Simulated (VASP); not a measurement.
Nb: elastic constants with PBEsol

Nb:

```
CELL_PARAMETERS angstrom
-1.63746 1.63746 1.63746
1.63746 -1.63746 1.63746
1.63746 1.63746 -1.63746
ATOMIC_POSITIONS crystal
Nb 0.00000 0.00000 0.00000
```

* Program: VASP 6.6.1
* Task: elastic constants
* Functional: PBEsol
* Potentials or basis: VASP PAW PBE potentials, release 64 (Nb_sv)
* Cutoff: 600 eV
* k mesh: 18 × 18 × 18
* Occupations: fermi-dirac, width 0.15 eV
* Spin: no spin polarisation
* Dipole correction: no
* Ions in elastic constants: relaxed
* Further INCAR settings: ALGO = Normal; EDIFF = 1e-08; NBANDS = 12; IBRION = 6; POTIM = 0.015; NSW = 1; ISIF = 3

The elastic constants C11, C12, C44 are 264, 138, 19 GPa and the voigt bulk modulus is 180 GPa.

Elastic tensor in Voigt notation (GPa, in the Cartesian axes of the cell as first typed):
```
264 138 138   0   0   0
138 264 138   0   0   0
138 138 264   0   0   0
  0   0   0  19   0   0
  0   0   0   0  19   0
  0   0   0   0   0  19
```

Clamped-ion elastic tensor (GPa):
```
264 138 138   0   0   0
138 264 138   0   0   0
138 138 264   0   0   0
  0   0   0  19   0   0
  0   0   0   0  19   0
  0   0   0   0   0  19
```

It took 42 min on 1 thread of Intel Xeon 8259CL (shared host), peak memory 0.74 GiB.

Caveat: the PAW data sets were made with another functional, which shifts forces and pressure a little.
